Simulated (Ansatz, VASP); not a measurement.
## MnSb in VASP and in Ansatz

Contents of INCAR:

```
SYSTEM = MnSb
  ALGO = Normal
  EDIFF = 1E-7
  ENCUT = 520
  GGA = PS
  ISIF = 2
  ISMEAR = -1
  ISPIN = 2
  LASPH = .True.
  LCHARG = .False.
  LMAXMIX = 4
  LORBIT = 11
  LREAL = .False.
  LWAVE = .False.
  MAGMOM = 0 0 8 8
  NBANDS = 30
  NELM = 150
  NUPDOWN = 16.0
  PREC = Accurate
  SIGMA = 0.05
```

Contents of KPOINTS:

```
k-points
0
Gamma
  6 6 4
  0 0 0
```

The input POSCAR:

```
MnSb
1.0
    4.1500000000      0.0000000000      0.0000000000
   -2.0750000000      3.5940054257      0.0000000000
    0.0000000000      0.0000000000      5.7800000000
Sb Mn
2 2
Direct
    0.6666666667      0.3333333333      0.7500000000
    0.3333333333      0.6666666667      0.2500000000
    0.0000000000      0.0000000000      0.5000000000
    0.0000000000      0.0000000000      0.0000000000
```

The input input.yaml:

```yaml
crystal:
  lattice:
    - [4.15, 0.0, 0.0]
    - [-2.075, 3.5940054257, 0.0]
    - [0.0, 0.0, 5.78]
  atoms:
    - { symbol: Sb, position: [0.6666666667, 0.3333333333, 0.75] }
    - { symbol: Sb, position: [0.3333333333, 0.6666666667, 0.25] }
    - { symbol: Mn, position: [0.0, 0.0, 0.5], spin: 8.0 }
    - { symbol: Mn, position: [0.0, 0.0, 0.0], spin: 8.0 }
hamiltonian:
  xc: pbesol
  pseudopotentials: { kind: paw }
magnetization:
  spin_polarized: true
  initial_magnetization: 16.0
  spin_locking: { lock_magnetization: hard }
kpoints:
  mp_grid: { grid: [6, 6, 4] }
scf:
  occupations: { method: fermi_dirac, width: 0.05 }
  lower_state_search: "off"
output:
  forces: true
  stress: true
  eigenvalues: true
```

Alike in both runs: task single point; functional PBEsol; k mesh 6 × 6 × 4; occupations fermi-dirac, width 0.05 eV; collinear spin; fixed moment 16 μB.

|  | VASP | Ansatz |
| --- | --- | --- |
| version | VASP 6.6.1 | Ansatz 0.2.0 |
| potentials or method | VASP PAW PBE potentials, release 64 (Sb, Mn_pv) | Ansatz PAW |
| plane-wave cutoff (eV) | 520 | 420 |
| valence electrons in the cell | 36 | 60 |

Ansatz gave:

```
net moment per atom (μB)                                      : 4.00
size of the moment on the site where the two differ most (μB) : 5.10
```

Task: Estimate VASP's values.

Result: net moment per atom (μB): 4.00; size of the moment on the site where the two differ most (μB): 4.99.

VASP's potentials were made for PBE, not for PBEsol. Site moments also hang on the region over which each program counts them. With one functional, cell and mesh, what is left measures potentials, basis and numerics. VASP's potentials hold 36 valence electrons a cell and Ansatz's 60, so a difference there can come from the potentials and not from the codes.

Spin-orbit coupling is off throughout.
